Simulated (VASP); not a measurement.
## In3Sb2As: single point with PBE

Crystal: In3Sb2As.

```xyz
6
Lattice="5.5117 0.0000 0.0000 -2.7559 4.7733 0.0000 0.0000 0.0000 6.1070" Properties=species:S:1:pos:R:3 pbc="T T T"
In    0.0000    3.1822    3.0535
In    2.7559    1.5911    3.0535
In    0.0000    0.0000    0.0000
Sb    0.0000    3.1822    0.0000
Sb    2.7559    1.5911    0.0000
As    0.0000    0.0000    3.0535
```

The cell was generated, and may not be a known phase.

| Quantity | Value |
| --- | --- |
| Program | VASP 6.6.1 |
| Task | single point |
| Functional | PBE |
| Potentials or basis | VASP PAW PBE potentials, release 64 (In_d, Sb, As) |
| Cutoff | 520 eV |
| k mesh | 6 × 6 × 6 |
| Occupations | gaussian, width 0.1 eV |
| Spin | no spin polarisation |

The pressure is 0.0 GPa and the band gap on the k mesh is zero (bands 27 and 28 overlap by 2.45 eV).

Levels at points of the mesh, in eV from the Fermi level:
```csv
k point,band 24,band 25,band 26,band 27,band 28,band 29,band 30,band 31
"(0.00, 0.00, 0.00)",-2.85,-2.57,-1.27,-1.17,-1.07,-0.81,-0.81,0.28
"(0.50, 0.00, 0.00)",-3.30,-2.54,-1.82,0.16,0.59,1.57,1.79,2.53
"(0.00, 0.00, 0.50)",-2.15,-2.15,-1.89,-1.89,-0.73,-0.59,-0.59,-0.41
"(0.50, 0.00, 0.50)",-0.62,-0.56,0.67,0.97,1.61,1.67,1.71,1.89
```

It took 91 s on 1 thread of Intel(R) Xeon(R) Platinum 8488C (Sapphire Rapids), with other jobs on the host, peak memory 0.36 GiB.

Caveat: spin-orbit coupling is left out, which moves the levels of the heavy elements.
